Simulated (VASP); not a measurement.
Here is a VASP 6.6.1 calculation.

The input INCAR:

```
SYSTEM = AlN
  ALGO = Normal
  EDIFF = 1E-6
  ENCUT = 520
  GGA = PS
  ISIF = 2
  ISMEAR = 0
  LASPH = .TRUE.
  LCHARG = .FALSE.
  LREAL = .FALSE.
  LWAVE = .FALSE.
  NBANDS = 16
  NELM = 60
  PREC = Accurate
  SIGMA = 0.01
```

File KPOINTS:

```
k-points
0
G
  8 8 6
  0 0 0
```

The input POSCAR:

```
AlN
1.0
    3.1138295412      0.0000000000      0.0000000000
   -1.5569147706      2.6966554857      0.0000000000
    0.0000000000      0.0000000000      4.9828520803
Al N
2 2
Direct
    0.3333333333      0.6666666667     -0.0010085627
    0.6666666667      0.3333333333      0.4989914373
    0.3333333333      0.6666666667      0.3810085627
    0.6666666667      0.3333333333      0.8810085627
```

Potentials or basis: VASP PAW PBE potentials, release 64 (Al, N).

Run with:

```bash
$ cat potpaw_PBE.64/Al/POTCAR potpaw_PBE.64/N/POTCAR > POTCAR
$ mpirun -np 1 vasp_std > vasp.out
```

What does it give for the band gap on the k mesh?

4.11 eV, direct.

Estimate the pressure.

0.0 GPa.

Caveat: the PAW data sets were made with another functional, which shifts forces and pressure a little. A k mesh can miss the band edges.
